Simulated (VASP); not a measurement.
# NaCuH4 (P4/mmm) in VASP: further runs, part 3 of 3

VASP 6.6.1.

### 6 Single point, PBE

This run uses another cell than the first one, of 8.37 Å³/atom, 0.996 times its volume.

File INCAR:

```
SYSTEM = NaCuH4
PREC = Accurate
ENCUT = 520
EDIFF = 1E-6
ISMEAR = 0
SIGMA = 0.1
LREAL = .False.
LASPH = .True.
NELM = 100
ALGO = Normal
ISIF = 2
LWAVE = .False.
LCHARG = .False.
GGA = PE
NBANDS = 20
```

File KPOINTS:

```
regular mesh
0
Gamma
  12 12 8
  0 0 0
```

File POSCAR:

```
NaCuH4
1.0
    3.1571491560      0.0000000000      0.0000000000
    0.0000000000      3.1571491560      0.0000000000
    0.0000000000      0.0000000000      5.0377462525
Na Cu H
1 1 4
Direct
    0.0000000000      0.0000000000      0.0000000000
    0.5000000000      0.5000000000      0.5000000000
    0.5000000000      0.0000000000      0.3307503314
    0.0000000000      0.5000000000      0.6692496686
    0.5000000000      0.0000000000      0.6692496686
    0.0000000000      0.5000000000      0.3307503314
```

Potentials or basis: VASP PAW PBE potentials, release 64 (Na_pv, Cu, H).

On the command line:

```sh
$ cat potpaw_PBE.64/Na_pv/POTCAR potpaw_PBE.64/Cu/POTCAR potpaw_PBE.64/H/POTCAR > POTCAR
$ mpirun -np 1 vasp_std > vasp.out
```

OUTCAR:

```text
SYSTEM = NaCuH4
   PREC = Accurate
   ENCUT = 520
   EDIFF = 1E-6
   ISMEAR = 0
   LREAL = .False.
   LASPH = .True.
   NELM = 100
   ISIF = 2
   GGA = PE

 ion  position               nearest neighbor table
   1  0.000  0.000  0.000-
   2  0.500  0.500  0.500-   3 1.79   4 1.79   5 1.79   6 1.79   3 1.79   5 1.79   4 1.79   6 1.79

   3  0.500  0.000  0.331-   2 1.79   2 1.79
   4  0.000  0.500  0.669-   2 1.79   2 1.79
   5  0.500  0.000  0.669-   2 1.79   2 1.79
   6  0.000  0.500  0.331-   2 1.79   2 1.79

  LATTYP: Found a simple tetragonal cell.
 ALAT       =     3.1571491560
 C/A-ratio  =     1.5956630503

  Lattice vectors:

 A1 = (   3.1571491560,   0.0000000000,   0.0000000000)
 A2 = (   0.0000000000,   3.1571491560,   0.0000000000)
 A3 = (   0.0000000000,   0.0000000000,   5.0377462525)

Analysis of symmetry for initial positions (statically):
=====================================================================
 Subroutine PRICEL returns:
 Original cell was already a primitive cell.

 Routine SETGRP: Setting up the symmetry group for a
 simple tetragonal supercell.

 Subroutine GETGRP returns: Found 16 space group operations
 (whereof 16 operations were pure point group operations)
 out of a pool of 16 trial point group operations.

The static configuration has the point symmetry D_4h.

Analysis of symmetry for dynamics (positions and initial velocities):
=====================================================================
 Subroutine PRICEL returns:
 Original cell was already a primitive cell.

 Routine SETGRP: Setting up the symmetry group for a
 simple tetragonal supercell.

 Subroutine GETGRP returns: Found 16 space group operations
 (whereof 16 operations were pure point group operations)
[... 127 lines left out ...]
   IALGO  =     38    algorithm
   IMIX   =      4    mixing-type and parameters
     AMIX     =   0.40;   BMIX     =  1.00
     AMIX_MAG =   1.60;   BMIX_MAG =  1.00
  volume/ion in A,a.u.               =       8.37        56.48
  Fermi-wavevector in a.u.,A,eV,Ry     =   1.243389  2.349664 21.034815  1.546015
  Thomas-Fermi vector in A             =   2.377702
   LORBIT       =      0    0 simple, 1 ext, 2 COOP (PROOUT), +10 PAW based schemes
   GGA     = PE    functional components
   LHFCALC =     F    Hartree Fock is set to
   AEXX    =    0.0000 exact exchange contribution
   IVDW    =     0    specifies the selected vdW correction
   LEPSILON=     F    determine dielectric tensor
   LRPA    =     F    only Hartree local field effects (RPA)
 non-spin polarized calculation
 Gauss-broadening in eV      SIGMA  =   0.10
  energy-cutoff  :      520.00
  volume of cell :       50.21
 maximum number of plane-waves:      1400
 NGX is ok and might be reduce to    24
   NGX = 11   NGY = 11   NGZ = 19

 number of electron      22.0000014 magnetization

 Free energy of the ion-electron system (eV)
  ---------------------------------------------------
  ext. energy  EPLUGINS =         0.00000000
  ---------------------------------------------------
  free energy    TOTEN  =       -16.63566648 eV

  energy without entropy =      -16.62951211  energy(sigma->0) =      -16.63258929

 E-fermi :   3.2197     XC(G=0):  -9.4958

 val. band max:        3.2171596012   @ k =   0.1667   0.0833   0.3750
 cond. band min:       3.2259653772   @ k =   0.4167   0.2500   0.5000
 fundamental gap:      0.0088057760
 Fermi energy:         3.2197252930

 k-point     1 :       0.0000    0.0000    0.0000
  band No.  band energies     occupation
      1     -21.4397      2.00000
      2     -21.4397      2.00000
      3     -21.4356      2.00000
      4      -7.4588      2.00000
      5      -3.1005      2.00000
      6      -2.2428      2.00000
[... 541 lines left out ...]
     19      12.9662      0.00000
     20      17.3288      0.00000

 [... further k-points ...]

------------------------ aborting loop because EDIFF is reached ----------------------------------------

  FORCE on cell =-STRESS in cart. coord.  units (eV):
  Direction    XX          YY          ZZ          XY          YZ          ZX
  --------------------------------------------------------------------------------------
  -------------------------------------------------------------------------------------
  Total        0.0726365      0.0726365      0.0309602      0.0000000      0.0000000      0.0000000
  in kB        2.3176038      2.3176038      0.9878437      0.0000000      0.0000000      0.0000000
  external PRESSURE =       1.8743505 kB  Pullay stress =       0.0000000 kB

 VOLUME and BASIS-vectors are now :
 -----------------------------------------------------------------------------
  energy-cutoff  :      520.00
  volume of cell :       50.21
      direct lattice vectors                 reciprocal lattice vectors
     3.157149156  0.000000000  0.000000000     0.316741450  0.000000000  0.000000000
     0.000000000  3.157149156  0.000000000     0.000000000  0.316741450  0.000000000
     0.000000000  0.000000000  5.037746252     0.000000000  0.000000000  0.198501463

 POSITION                                       TOTAL-FORCE (eV/Angst)
 -----------------------------------------------------------------------------------
      0.00000      0.00000      0.00000        -0.000000      0.000000      0.000000
      1.57857      1.57857      2.51887        -0.000000      0.000000      0.000000
      1.57857      0.00000      1.66624        -0.000000     -0.000000     -0.004685
      0.00000      1.57857      3.37151         0.000000      0.000000      0.004685
      1.57857      0.00000      3.37151        -0.000000      0.000000      0.004685
      0.00000      1.57857      1.66624        -0.000000     -0.000000     -0.004685
 -----------------------------------------------------------------------------------
    total drift:                                0.000000      0.000000     -0.000000

  FREE ENERGIE OF THE ION-ELECTRON SYSTEM (eV)
  ---------------------------------------------------
  free  energy   TOTEN  =       -16.6356664770 eV

  energy  without entropy=      -16.6295121085  energy(sigma->0) =      -16.63258929
```

stdout:

```text
POSCAR found type information on POSCAR NaCuH
 POSCAR found :  3 types and       6 ions
 scaLAPACK will be used
 LDA part: xc-table for (Slater+PW92), standard interpolation
 POSCAR, INCAR and KPOINTS ok, starting setup
 FFT: planning ... GRIDC
 FFT: planning ... GRID_SOFT
 FFT: planning ... GRID
 WAVECAR not read
 entering main loop
```

Run time: 44 s. Hardware: 1 thread of Intel Xeon 6975P-C (Granite Rapids), shared host; peak memory 0.26 GiB.

Results:

* Free energy: -16.6357 eV
* Pressure: 0.2 GPa
* Largest force: 0.005 eV/Å
* Band gap on the k mesh: zero (band 11 reaches 4.83 eV, above the bottom of band 12 at 2.51 eV)

Forces on the atoms (eV/Å):
```
Na   0.000  0.000  0.000
Cu   0.000  0.000  0.000
H    0.000  0.000 -0.005
H    0.000  0.000  0.005
H    0.000  0.000  0.005
H    0.000  0.000 -0.005
```

### 7 Relaxation of cell and atoms, PBE

This run uses another cell than the first one, of 15.53 Å³/atom, 1.848 times its volume.

File INCAR:

```
SYSTEM = NaCuH4
ALGO     = Normal         ! electronic algorithm
EDIFF    = 1E-6           ! SCF threshold, eV
EDIFFG   = -0.04          ! ionic threshold
ENCUT    = 600            ! plane-wave cutoff, eV
GGA      = PE             ! functional
IBRION   = 2              ! ionic algorithm
ISIF     = 3              ! what is computed and relaxed
ISMEAR   = 0              ! smearing method
LASPH    = .True.         ! aspherical terms in the spheres
LCHARG   = .False.        ! write CHGCAR
LREAL    = .False.        ! projectors in reciprocal space
LWAVE    = .False.        ! write WAVECAR
NELM     = 80             ! most SCF steps
NSW      = 90             ! ionic steps
PREC     = Accurate       ! precision mode
SIGMA    = 0.1            ! smearing width, eV
```

File KPOINTS:

```
k-points
0
Gamma
  4 4 4
  0 0 0
```

File POSCAR:

```
NaCuH4
1.0
    4.0392085900      0.0000000000      0.0000000000
    0.0000000000      4.0392085900      0.0000000000
    0.0000000000      0.0000000000      5.7123035600
Na Cu H
1 1 4
Direct
    0.0000000000      0.0000000000      0.0000000000
    0.5000000000      0.5000000000      0.5000000000
    0.5000000000      0.0000000000      0.2500000000
    0.0000000000      0.5000000000      0.7500000000
    0.5000000000      0.0000000000      0.7500000000
    0.0000000000      0.5000000000      0.2500000000
```

On the command line:

```sh
$ cat potpaw_PBE.64/Na_pv/POTCAR potpaw_PBE.64/Cu/POTCAR potpaw_PBE.64/H/POTCAR > POTCAR
$ mpirun -np 1 vasp_std > vasp.out
```

It took 2.1 min on 1 thread of Intel Xeon 6975P-C (Granite Rapids), shared host; peak memory 0.24 GiB.

Results (log left out):

```yaml
Free_energy: -16.7206 eV
Relaxed_volume: 8.45 Å³/atom
Relaxed_cell: a = 3.198 Å, b = 3.198 Å, c = 4.957 Å, α = 90.00°, β = 90.00°, γ = 90.00°
Space_group_after_relaxing_to_0.05_Å: P4/mmm (No. 123)
Energy_gained_by_relaxing: 630.6 meV/atom
Ionic_steps: 12
Pressure_after_relaxing: -0.1 GPa
Band_gap_on_the_k_mesh: zero (band 11 reaches 4.55 eV, above the bottom of band 12 at 2.54 eV)
```

Forces on the atoms (eV/Å):
```
Na   0.000  0.000  0.000
Cu   0.000  0.000  0.000
H    0.000  0.000  0.003
H    0.000  0.000 -0.003
H    0.000  0.000 -0.003
H    0.000  0.000  0.003
```

Stress tensor (GPa, compression positive):
```
-0.40  0.00  0.00
 0.00 -0.40  0.00
 0.00  0.00  0.53
```

Step by step:
```
step  energy change (eV)  largest force (eV/Å)  pressure (GPa)  volume (Å³)
   1              0.0000                0.6811          -10.38        93.20
   2             -0.9623                0.8073          -11.02        80.28
   3             -3.0639                1.0635           -1.40        48.77
   4             -2.9899                0.9573           11.27        41.74
   5             -3.0950                1.0403            2.55        45.91
   6             -3.4224                0.6258            5.18        44.84
   7             -3.5537                0.1428            9.17        43.78
   8             -3.7602                0.0632            1.57        48.80
   9             -3.7732                0.0438           -1.76        52.13
  10             -3.7773                0.0468           -0.80        51.06
  11             -3.7773                0.0472           -0.71        50.91
  12             -3.7835                0.0029           -0.09        50.69
```

Final structure:
```
Na Cu H
1.0
     3.19777    0.00000    0.00000
     0.00000    3.19777    0.00000
     0.00000    0.00000    4.95662
Na Cu H
1 1 4
Direct
  0.00000 0.00000 0.00000
  0.50000 0.50000 0.50000
  0.50000 0.00000 0.33635
  0.00000 0.50000 0.66365
  0.50000 0.00000 0.66365
  0.00000 0.50000 0.33635
```

Levels at points of the mesh, in eV from the Fermi level:
| k point | band 8 | band 9 | band 10 | band 11 | band 12 | band 13 | band 14 | band 15 |
| --- | --- | --- | --- | --- | --- | --- | --- | --- |
| (0.00, 0.00, 0.00) | -4.02 | -4.02 | -3.62 | 1.15 | 1.31 | 2.47 | 6.55 | 6.55 |
| (0.50, 0.00, 0.00) | -3.98 | -3.84 | -3.26 | -2.40 | 0.64 | 4.08 | 4.74 | 8.74 |
| (0.50, 0.50, 0.00) | -4.39 | -3.95 | -3.63 | -0.12 | 1.23 | 1.23 | 3.50 | 5.03 |
| (0.00, 0.00, 0.50) | -4.02 | -4.02 | -3.62 | 1.56 | 1.88 | 4.35 | 6.83 | 6.83 |
| (0.50, 0.00, 0.50) | -3.98 | -3.84 | -3.31 | -3.17 | -0.46 | 6.40 | 9.10 | 9.14 |
| (0.50, 0.50, 0.50) | -4.36 | -3.88 | -3.63 | 0.54 | 0.56 | 0.56 | 2.43 | 4.13 |

Caveat: the k points lie up to 0.49 Å⁻¹ apart in the final cell; the volume moved by over 15 % at a fixed basis, so the end points are rough.

### 8 Summary

| task | cell | k mesh | cutoff (eV) | gap on the mesh (eV) | pressure (GPa) | largest force (eV/Å) |
| --- | --- | --- | --- | --- | --- | --- |
| single point | a = 3.181, b = 3.181, c = 4.984 Å, 6 atoms | 4 × 4 × 4 | 520 | none | 0.2 | 0.01 |
| single point | a = 3.169, b = 3.169, c = 5.039 Å, 6 atoms | 6 × 6 × 4 | 520 | none | -0.2 | 0.03 |
| single point | a = 4.039, b = 4.039, c = 5.712 Å, 6 atoms | 4 × 4 × 4 | 520 | none | -10.5 | 0.68 |
| relaxation of cell and atoms | relaxed from a = 3.181, b = 3.181, c = 4.984 Å, 6 atoms | 6 × 6 × 4 | 600 | none | 0.5 | 0.04 |
| single point | a = 3.157, b = 3.157, c = 5.038 Å, 6 atoms | 12 × 12 × 8 | 520 | none | 0.2 | - |
| relaxation of cell and atoms | relaxed from a = 4.039, b = 4.039, c = 5.712 Å, 6 atoms | 4 × 4 × 4 | 600 | none | -0.1 | - |

Alike in all rows: level PBE; potentials or basis VASP PAW PBE potentials, release 64 (Na_pv, Cu, H); no spin polarisation; smearing gaussian 0.1 eV.

Caveats: some runs use coarse meshes; the relaxation stopped at its first step, so nothing moved (some runs); the volume moved by over 15 % at a fixed basis, so the end points are rough (some runs).

Absolute energies hang on the potentials; compare differences alone.
